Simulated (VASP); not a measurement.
# Hf (Fm-3m) in VASP: notebook

Runs on Hf. Level: PBEsol. Tasks: single point, relaxation of cell and atoms.

All numbers are computed with VASP 6.6.1; they aren't measurements. Logs are shortened: lines on timing, memory, paths and dates and some standing lists are left out, and cuts for length are marked.

## Step 1: The cell of the first run

Symmetry: Fm-3m, No. 225, cubic system. Conventional cell: a = 4.423 Å, b = 4.423 Å, c = 4.423 Å, α = 90.00°, β = 90.00°, γ = 90.00°. Within 4.1 Å of Hf (site symmetry m-3m) lie 12 Hf at 3.13 Å.

This isn't the form of Hf at room conditions, which is hcp.

## Step 2: Single point, PBEsol

Contents of INCAR:

```
SYSTEM = Hf
ALGO = Normal
EDIFF = 1E-6
ENCUT = 500
GGA = PS
GGA_COMPAT = .False.
ISIF = 2
ISMEAR = 1
LASPH = .True.
LCHARG = .False.
LREAL = .False.
LWAVE = .False.
NBANDS = 11
NELM = 120
PREC = Accurate
SIGMA = 0.05
```

Contents of KPOINTS:

```
k-points
0
Gamma
  7 7 7
  0 0 0
```

Contents of POSCAR:

```
Hf
1.0
    0.0000000000      2.2115861246      2.2115861246
    2.2115861246      0.0000000000      2.2115861246
    2.2115861246      2.2115861246      0.0000000000
Hf
1
Direct
    0.0000000000      0.0000000000      0.0000000000
```

Potentials or basis: VASP PAW PBE potentials, release 64 (Hf_pv).

On the command line:

```bash
$ cat potpaw_PBE.64/Hf_pv/POTCAR > POTCAR
$ mpirun -np 1 vasp_std > vasp.out
```

OUTCAR:

```text
SYSTEM = Hf
   EDIFF = 1E-6
   ENCUT = 500
   GGA = PS
   ISIF = 2
   ISMEAR = 1
   LASPH = .True.
   LREAL = .False.
   NELM = 120
   PREC = Accurate

 ion  position               nearest neighbor table
   1  0.000  0.000  0.000-

  LATTYP: Found a face centered cubic cell.
 ALAT       =     4.4231722492

  Lattice vectors:

 A1 = (   0.0000000000,   2.2115861246,   2.2115861246)
 A2 = (   2.2115861246,   0.0000000000,   2.2115861246)
 A3 = (   2.2115861246,   2.2115861246,   0.0000000000)

Analysis of symmetry for initial positions (statically):
=====================================================================
 Subroutine PRICEL returns:
 Original cell was already a primitive cell.

 Routine SETGRP: Setting up the symmetry group for a
 face centered cubic supercell.

 Subroutine GETGRP returns: Found 48 space group operations
 (whereof 48 operations were pure point group operations)
 out of a pool of 48 trial point group operations.

The static configuration has the point symmetry O_h .

Analysis of symmetry for dynamics (positions and initial velocities):
=====================================================================
 Subroutine PRICEL returns:
 Original cell was already a primitive cell.

 Routine SETGRP: Setting up the symmetry group for a
 face centered cubic supercell.

 Subroutine GETGRP returns: Found 48 space group operations
 (whereof 48 operations were pure point group operations)
 out of a pool of 48 trial point group operations.

The dynamic configuration has the point symmetry O_h .

 Subroutine INISYM returns: Found 48 space group operations
 (whereof 48 operations are pure point group operations),
 and found     1 'primitive' translations

----------------------------------------------------------------------------------------

                                     Primitive cell

  volume of cell :      21.6342

  direct lattice vectors                    reciprocal lattice vectors
     0.000000000  2.211586125  2.211586125    -0.226082084  0.226082084  0.226082084
     2.211586125  0.000000000  2.211586125     0.226082084 -0.226082084  0.226082084
     2.211586125  2.211586125  0.000000000     0.226082084  0.226082084 -0.226082084

  length of vectors
     3.127655092  3.127655092  3.127655092     0.391585656  0.391585656  0.391585656

  position of ions in fractional coordinates (direct lattice)
     0.000000000  0.000000000  0.000000000

  ion indices of the primitive-cell ions
   primitive index   ion index
                 1           1

----------------------------------------------------------------------------------------

 KPOINTS: k-points

Automatic generation of k-mesh.
 Grid dimensions read from file:
 generate k-points for:    7    7    7

 Generating k-lattice:

  Cartesian coordinates                     Fractional coordinates (reciprocal lattice)
    -0.032297441  0.032297441  0.032297441     0.142857143  0.000000000  0.000000000
     0.032297441 -0.032297441  0.032297441     0.000000000  0.142857143  0.000000000
     0.032297441  0.032297441 -0.032297441     0.000000000  0.000000000  0.142857143

  Length of vectors
     0.055940808  0.055940808  0.055940808

  Shift w.r.t. Gamma in fractional coordinates (k-lattice)
     0.000000000  0.000000000  0.000000000

 Subroutine IBZKPT returns following result:
 ===========================================

 Found     20 irreducible k-points:

 Following reciprocal coordinates:
            Coordinates               Weight
  0.000000  0.000000  0.000000      1.000000
  0.142857  0.000000  0.000000      8.000000
  0.285714  0.000000  0.000000      8.000000
  0.428571  0.000000  0.000000      8.000000
  0.142857  0.142857  0.000000      6.000000
  0.285714  0.142857  0.000000     24.000000
[... 12 lines left out ...]
 -0.428571  0.428571  0.142857     24.000000
 -0.285714  0.428571  0.142857     24.000000
   k-points           NKPTS =     20   k-points in BZ     NKDIM =     20   number of bands    NBANDS=     11
   number of dos      NEDOS =    301   number of ions     NIONS =      1
   total plane-waves  NPLWV =  13824
   dimension x,y,z NGX =    24 NGY =   24 NGZ =   24
   dimension x,y,z NGXF=    48 NGYF=   48 NGZF=   48
   ions per type =               1
   NGX,Y,Z   is equivalent  to a cutoff of  12.76, 12.76, 12.76 a.u.
   NGXF,Y,Z  is equivalent  to a cutoff of  25.51, 25.51, 25.51 a.u.
 SYSTEM =  Hf
   PREC   = accura    normal or accurate (medium, high low for compatibility)
   ISTART =      0    job   : 0-new  1-cont  2-samecut
   ICHARG =      2    charge: 1-file 2-atom 10-const
   ISPIN  =      1    spin polarized calculation?
   LNONCOLLINEAR =      F non collinear calculations
   LSORBIT =      F    spin-orbit coupling
   LASPH  =      T    aspherical Exc in radial PAW
   ENCUT  =  500.0 eV  36.75 Ry    6.06 a.u.   5.70  5.70  5.70*2*pi/ulx,y,z
   NELM   =    120;   NELMIN=  2; NELMDL= -5     # of ELM steps
   EDIFF  = 0.1E-05   stopping-criterion for ELM
   LREAL  =      F    real-space projection
   EDIFFG = 0.1E-04   stopping-criterion for IOM
   NSW    =      0    number of steps for IOM
   IBRION =     -1    ionic relax: 0-MD 1-quasi-New 2-CG
   NFREE  =      0    steps in history (QN), initial steepest desc. (CG)
   ISIF   =      2    stress and relaxation
   ISYM   =      2    0-nonsym 1-usesym 2-fastsym
   POTIM  = 0.5000    time-step for ionic-motion
   TEBEG  =    0.0;   TEEND  =   0.0 temperature during run
   PSTRESS=    0.0 pullay stress
   NELECT =      10.0000    total number of electrons
   NUPDOWN=      -1.0000    fix difference up-down
   EMIN   =  10.00;   EMAX   =-10.00  energy-range for DOS
   EFERMI =   0.00;   METHOD = LEGACY
   ISMEAR =     1;   SIGMA  =   0.05  broadening in eV -4-tet -1-fermi 0-gaus
   EFERMI_NEDOS =   21; number of points for ismear=-14 and -15
   IALGO  =     38    algorithm
   IMIX   =      4    mixing-type and parameters
     AMIX     =   0.40;   BMIX     =  1.00
     AMIX_MAG =   1.60;   BMIX_MAG =  1.00
  volume/ion in A,a.u.               =      21.63       146.00
  Fermi-wavevector in a.u.,A,eV,Ry     =   1.265788  2.391992 21.799517  1.602219
  Thomas-Fermi vector in A             =   2.399023
   LORBIT       =      0    0 simple, 1 ext, 2 COOP (PROOUT), +10 PAW based schemes
   GGA     = PS    functional components
   LHFCALC =     F    Hartree Fock is set to
   AEXX    =    0.0000 exact exchange contribution
   IVDW    =     0    specifies the selected vdW correction
   LEPSILON=     F    determine dielectric tensor
   LRPA    =     F    only Hartree local field effects (RPA)
 non-spin polarized calculation
 Methfessel and Paxton  Order N= 1 SIGMA  =   0.05
  energy-cutoff  :      500.00
  volume of cell :       21.63
 maximum number of plane-waves:       559
   NGX = 11   NGY = 11   NGZ = 11

 number of electron      10.0000001 magnetization

 Free energy of the ion-electron system (eV)
  ---------------------------------------------------
  ext. energy  EPLUGINS =         0.00000000
  ---------------------------------------------------
  free energy    TOTEN  =       -10.41947532 eV

  energy without entropy =      -10.41756567  energy(sigma->0) =      -10.41883877

 E-fermi :   4.7964     XC(G=0): -11.5490

 val. band max:        4.7895623231   @ k =  -0.4286   0.2857   0.1429
 cond. band min:       4.8144661287   @ k =   0.2857   0.0000   0.0000
 fundamental gap:      0.0249038057
 Fermi energy:         4.7964342027

 k-point     1 :       0.0000    0.0000    0.0000
  band No.  band energies     occupation
      1     -25.0376      2.00000
      2     -25.0376      2.00000
      3     -25.0376      2.00000
      4      -2.5166      2.00000
      5       6.2096      0.00000
      6       6.2096      0.00000
      7       6.2096      0.00000
      8       9.1179      0.00000
      9       9.1179      0.00000
     10      16.2868      0.00000
     11      17.9658      0.00000

 k-point     2 :       0.1429    0.0000    0.0000
  band No.  band energies     occupation
      1     -25.2204      2.00000
      2     -25.0607      2.00000
      3     -25.0607      2.00000
      4      -1.8003      2.00000
      5       5.5720     -0.00000
      6       6.5034      0.00000
      7       6.5034      0.00000
      8       8.8411      0.00000
      9       8.8411      0.00000
     10      17.5685      0.00000
     11      17.9622      0.00000

 k-point     3 :       0.2857    0.0000    0.0000
  band No.  band energies     occupation
      1     -25.6122      2.00000
      2     -25.1121      2.00000
      3     -25.1121      2.00000
      4      -0.1388      2.00000
      5       4.8145      0.43138
      6       6.4819      0.00000
      7       6.4819      0.00000
      8       9.4240      0.00000
      9       9.4240      0.00000
     10      15.9057      0.00000
     11      17.9645      0.00000

 k-point     4 :       0.4286    0.0000    0.0000
  band No.  band energies     occupation
      1     -25.9097      2.00000
      2     -25.1528      2.00000
      3     -25.1528      2.00000
      4       0.9623      2.00000
      5       5.2988     -0.00000
      6       6.0448      0.00000
      7       6.0448      0.00000
      8      11.0128      0.00000
      9      11.0128      0.00000
     10      14.7361      0.00000
     11      16.5663      0.00000

 k-point     5 :       0.1429    0.1429    0.0000
  band No.  band energies     occupation
      1     -25.2158      2.00000
      2     -25.1006      2.00000
      3     -25.1006      2.00000
      4      -1.5602      2.00000
      5       5.2140     -0.00000
      6       6.7936      0.00000
      7       6.7936      0.00000
      8       7.8152      0.00000
      9       9.4704      0.00000
     10      17.9627      0.00000
     11      18.3356      0.00000
[... 155 lines left out ...]
 k-point    17 :       0.4286    0.2857    0.1429
  band No.  band energies     occupation
      1     -25.6629      2.00000
      2     -25.3280      2.00000
      3     -25.1895      2.00000
      4       1.2995      2.00000
      5       3.9705      2.00000
      6       5.1763     -0.00000
      7       8.0359      0.00000
      8       8.6419      0.00000
      9      11.5739      0.00000
     10      17.0810      0.00000
     11      17.9985      0.00000

 k-point    18 :      -0.4286    0.2857    0.1429
  band No.  band energies     occupation
      1     -25.7773      2.00000
      2     -25.4406      2.00000
      3     -25.2476      2.00000
      4       2.6247      2.00000
      5       3.8427      2.00000
      6       4.7896      1.23020
      7       7.6064      0.00000
      8      10.3607      0.00000
      9      12.6101      0.00000
     10      14.4962      0.00000
     11      17.9749      0.00000

 k-point    19 :      -0.4286    0.4286    0.1429
  band No.  band energies     occupation
      1     -25.7855      2.00000
      2     -25.4509      2.00000
      3     -25.3464      2.00000
      4       2.2422      2.00000
      5       3.2850      2.00000
      6       5.5239     -0.00000
      7       8.9872      0.00000
      8      11.1828      0.00000
      9      12.8890      0.00000
     10      14.7484      0.00000
     11      16.0987      0.00000

 k-point    20 :      -0.2857    0.4286    0.1429
  band No.  band energies     occupation
      1     -25.6721      2.00000
      2     -25.6176      2.00000
      3     -25.3317      2.00000
      4       2.9863      2.00000
      5       3.7412      2.00000
      6       4.8982     -0.01426
      7       7.7725      0.00000
      8      11.2846      0.00000
      9      12.6801      0.00000
     10      15.2692      0.00000
     11      16.2677      0.00000

------------------------ aborting loop because EDIFF is reached ----------------------------------------

  FORCE on cell =-STRESS in cart. coord.  units (eV):
  Direction    XX          YY          ZZ          XY          YZ          ZX
  --------------------------------------------------------------------------------------
  -------------------------------------------------------------------------------------
  Total       -0.0531153     -0.0531153     -0.0531153     -0.0000000      0.0000000      0.0000000
  in kB       -3.9335857     -3.9335857     -3.9335857     -0.0000000      0.0000000      0.0000000
  external PRESSURE =      -3.9335857 kB  Pullay stress =       0.0000000 kB

 VOLUME and BASIS-vectors are now :
 -----------------------------------------------------------------------------
  energy-cutoff  :      500.00
  volume of cell :       21.63
      direct lattice vectors                 reciprocal lattice vectors
     0.000000000  2.211586125  2.211586125    -0.226082084  0.226082084  0.226082084
     2.211586125  0.000000000  2.211586125     0.226082084 -0.226082084  0.226082084
     2.211586125  2.211586125  0.000000000     0.226082084  0.226082084 -0.226082084

 POSITION                                       TOTAL-FORCE (eV/Angst)
 -----------------------------------------------------------------------------------
      0.00000      0.00000      0.00000         0.000000      0.000000      0.000000
 -----------------------------------------------------------------------------------
    total drift:                                0.000000     -0.000000     -0.000000

  FREE ENERGIE OF THE ION-ELECTRON SYSTEM (eV)
  ---------------------------------------------------
  free  energy   TOTEN  =       -10.4194753165 eV

  energy  without entropy=      -10.4175656686  energy(sigma->0) =      -10.41883877
```

Wall time 2.2 s (1 thread of Intel Xeon 6975P-C (Granite Rapids), shared host); peak memory 0.13 GiB.

What came out:

| Item | Value |
| --- | --- |
| Free energy | -10.4195 eV |
| Pressure | -0.4 GPa |
| Band gap on the k mesh | zero (bands 5 and 6 overlap by 1.60 eV) |

Levels at points of the mesh, in eV from the Fermi level:
| k point | band 3 | band 4 | band 5 | band 6 | band 7 | band 8 |
| --- | --- | --- | --- | --- | --- | --- |
| (0.00, 0.00, 0.00) | -29.83 | -7.31 | 1.41 | 1.41 | 1.41 | 4.32 |

Caveat: the PAW data sets were made with another functional, which shifts forces and pressure a little; spin-orbit coupling is left out, which moves the levels of the heavy elements.

(Part 1 of 2 ends here.)

The gap in the log of VASP goes by the Fermi energy; the results here count the filled bands.